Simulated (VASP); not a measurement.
# Sb (Fd-3m) in VASP: further runs, part 2 of 2

VASP 6.6.1. Earlier steps stand in the parts before.

## Step 4: Single point, PBEsol (volume scaled by 0.96)

Input file INCAR:

```
SYSTEM = Sb
  ALGO = Normal
  EDIFF = 1E-7
  ENCUT = 520
  GGA = PS
  ISIF = 2
  ISMEAR = -1
  LASPH = .TRUE.
  LCHARG = .FALSE.
  LREAL = .FALSE.
  LWAVE = .FALSE.
  NBANDS = 12
  NELM = 80
  PREC = Accurate
  SIGMA = 0.1
```

Input file KPOINTS:

```
k-points
0
G
  9 9 9
  0 0 0
```

Input file POSCAR:

```
Sb
1.0
    0.0000000000      3.3933995347      3.3933995347
    3.3933995347      0.0000000000      3.3933995347
    3.3933995347      3.3933995347      0.0000000000
Sb
2
Direct
    0.1250000000      0.1250000000      0.1250000000
    0.8750000000      0.8750000000      0.8750000000
```

Potentials or basis: VASP PAW PBE potentials, release 64 (Sb).

Launch:

```console
cat potpaw_PBE.64/Sb/POTCAR > POTCAR
mpirun -np 1 vasp_std > vasp.out
```

OUTCAR:

```text
SYSTEM = Sb
   EDIFF = 1E-7
   ENCUT = 520
   GGA = PS
   ISIF = 2
   ISMEAR = -1
   LASPH = .TRUE.
   LREAL = .FALSE.
   NELM = 80
   PREC = Accurate

 ion  position               nearest neighbor table
   1  0.125  0.125  0.125-   2 2.94   2 2.94   2 2.94   2 2.94
   2  0.875  0.875  0.875-   1 2.94   1 2.94   1 2.94   1 2.94

  LATTYP: Found a face centered cubic cell.
 ALAT       =     6.7867990694

  Lattice vectors:

 A1 = (   0.0000000000,   3.3933995347,   3.3933995347)
 A2 = (   3.3933995347,   0.0000000000,   3.3933995347)
 A3 = (   3.3933995347,   3.3933995347,   0.0000000000)

Analysis of symmetry for initial positions (statically):
=====================================================================
 Subroutine PRICEL returns:
 Original cell was already a primitive cell.

 Routine SETGRP: Setting up the symmetry group for a
 face centered cubic supercell.

 Subroutine GETGRP returns: Found 48 space group operations
 (whereof 12 operations were pure point group operations)
 out of a pool of 48 trial point group operations.

The static configuration has the point symmetry D_3d.
 The point group associated with its full space group is O_h .

Analysis of symmetry for dynamics (positions and initial velocities):
=====================================================================
 Subroutine PRICEL returns:
 Original cell was already a primitive cell.

 Routine SETGRP: Setting up the symmetry group for a
 face centered cubic supercell.

 Subroutine GETGRP returns: Found 48 space group operations
 (whereof 12 operations were pure point group operations)
 out of a pool of 48 trial point group operations.

The dynamic configuration has the point symmetry D_3d.
 The point group associated with its full space group is O_h .

 Subroutine INISYM returns: Found 48 space group operations
 (whereof 12 operations are pure point group operations),
 and found     1 'primitive' translations

[... 121 lines left out ...]
   AEXX    =    0.0000 exact exchange contribution
   IVDW    =     0    specifies the selected vdW correction
   LEPSILON=     F    determine dielectric tensor
   LRPA    =     F    only Hartree local field effects (RPA)
 non-spin polarized calculation
  energy-cutoff  :      520.00
  volume of cell :       78.15
 maximum number of plane-waves:      2128
   NGX = 17   NGY = 17   NGZ = 17

 number of electron      10.0000000 magnetization

 Free energy of the ion-electron system (eV)
  ---------------------------------------------------
  ext. energy  EPLUGINS =         0.00000000
  ---------------------------------------------------
  free energy    TOTEN  =        -8.32450593 eV

  energy without entropy =       -8.26914848  energy(sigma->0) =       -8.29682721

 E-fermi :   4.5021     XC(G=0):  -8.3848

 val. band max:        4.4999571675   @ k =   0.4444   0.3333   0.0000
 cond. band min:       4.5308288470   @ k =   0.4444   0.3333   0.1111
 fundamental gap:      0.0308716795
 Fermi energy:         4.5020999707

 k-point     1 :       0.0000    0.0000    0.0000
  band No.  band energies     occupation
      1      -7.4291      2.00000
      2      -0.4508      2.00000
      3       2.6445      2.00000
      4       2.6445      2.00000
      5       2.6445      2.00000
      6       5.0130      0.01201
      7       5.0130      0.01201
      8       5.0130      0.01201
      9       8.3428      0.00000
     10      10.9304      0.00000
     11      10.9304      0.00000
     12      12.0253      0.00000
[... 331 lines left out ...]
 k-point    24 :       0.4444    0.4444    0.0000
  band No.  band energies     occupation
      1      -5.5118      2.00000
      2      -4.5153      2.00000
      3       0.8808      2.00000
      4       0.8808      2.00000
      5       3.8763      1.99618
      6       4.0750      1.97245
      7       8.9238      0.00000
      8       8.9238      0.00000
      9      10.2364      0.00000
     10      11.5811      0.00000
     11      13.0354      0.00000
     12      13.0990      0.00000

 [... further k-points ...]

------------------------ aborting loop because EDIFF is reached ----------------------------------------

  FORCE on cell =-STRESS in cart. coord.  units (eV):
  Direction    XX          YY          ZZ          XY          YZ          ZX
  --------------------------------------------------------------------------------------
  -------------------------------------------------------------------------------------
  Total        0.7776725      0.7776725      0.7776725     -0.0000000      0.0000000     -0.0000000
  in kB       15.9430844     15.9430844     15.9430844     -0.0000000      0.0000000     -0.0000000
  external PRESSURE =      15.9430844 kB  Pullay stress =       0.0000000 kB

 VOLUME and BASIS-vectors are now :
 -----------------------------------------------------------------------------
  energy-cutoff  :      520.00
  volume of cell :       78.15
      direct lattice vectors                 reciprocal lattice vectors
     0.000000000  3.393399535  3.393399535    -0.147344866  0.147344866  0.147344866
     3.393399535  0.000000000  3.393399535     0.147344866 -0.147344866  0.147344866
     3.393399535  3.393399535  0.000000000     0.147344866  0.147344866 -0.147344866

 POSITION                                       TOTAL-FORCE (eV/Angst)
 -----------------------------------------------------------------------------------
      0.84835      0.84835      0.84835        -0.000000     -0.000000     -0.000000
      5.93845      5.93845      5.93845         0.000000      0.000000      0.000000
 -----------------------------------------------------------------------------------
    total drift:                               -0.000000      0.000000      0.000000

  FREE ENERGIE OF THE ION-ELECTRON SYSTEM (eV)
  ---------------------------------------------------
  free  energy   TOTEN  =        -8.3245059346 eV

  energy  without entropy=       -8.2691484818  energy(sigma->0) =       -8.29682721
```

stdout:

```text
POSCAR found type information on POSCAR Sb
 POSCAR found :  1 types and       2 ions
 scaLAPACK will be used
 -----------------------------------------------------------------------------
|                                                                             |
|                                                                             |
|     You enforced a specific xc type in the INCAR file but a different       |
|     I HOPE YOU KNOW WHAT YOU ARE DOING!                                     |
|                                                                             |
 -----------------------------------------------------------------------------

 LDA part: xc-table for (Slater+PW92), standard interpolation
 POSCAR, INCAR and KPOINTS ok, starting setup
 FFT: planning ... GRIDC
 FFT: planning ... GRID_SOFT
 FFT: planning ... GRID
 WAVECAR not read
 entering main loop
```

Run time: 9.7 s. Hardware: 1 thread of Intel Xeon 6975P-C (Granite Rapids), shared host; peak memory 0.2 GiB.

What came out:

| Property | Result |
| --- | --- |
| Free energy | -8.3245 eV |
| Pressure | 1.6 GPa |
| Band gap on the k mesh | zero (band 5 reaches 5.09 eV, above the bottom of band 6 at 4.08 eV) |

Levels at points of the mesh, in eV from the Fermi level:
| k point | band 3 | band 4 | band 5 | band 6 | band 7 | band 8 |
| --- | --- | --- | --- | --- | --- | --- |
| (0.00, 0.00, 0.00) | -1.86 | -1.86 | -1.86 | 0.51 | 0.51 | 0.51 |

Caveat: the PAW data sets were made with another functional, which shifts forces and pressure a little; spin-orbit coupling is left out, which moves the levels of the heavy elements.

## Step 5: Overview

```csv
cell,gap on the mesh (eV),pressure (GPa)
"a = 4.662 Å, angles 60.0°, 2 atoms",none,5.8
"a = 4.731 Å, angles 60.0°, 2 atoms",none,3.5
"a = 4.799 Å, angles 60.0°, 2 atoms",none,1.6
```

Alike in all rows: task single point; level PBEsol; potentials or basis VASP PAW PBE potentials, release 64 (Sb); no spin polarisation; k mesh 9 × 9 × 9; cutoff (eV) 520; smearing fermi-dirac 0.1 eV.

Caveats: the PAW data sets were made with another functional, which shifts forces and pressure a little; spin-orbit coupling is left out, which moves the levels of the heavy elements.

Absolute energies hang on the potentials; compare differences alone.
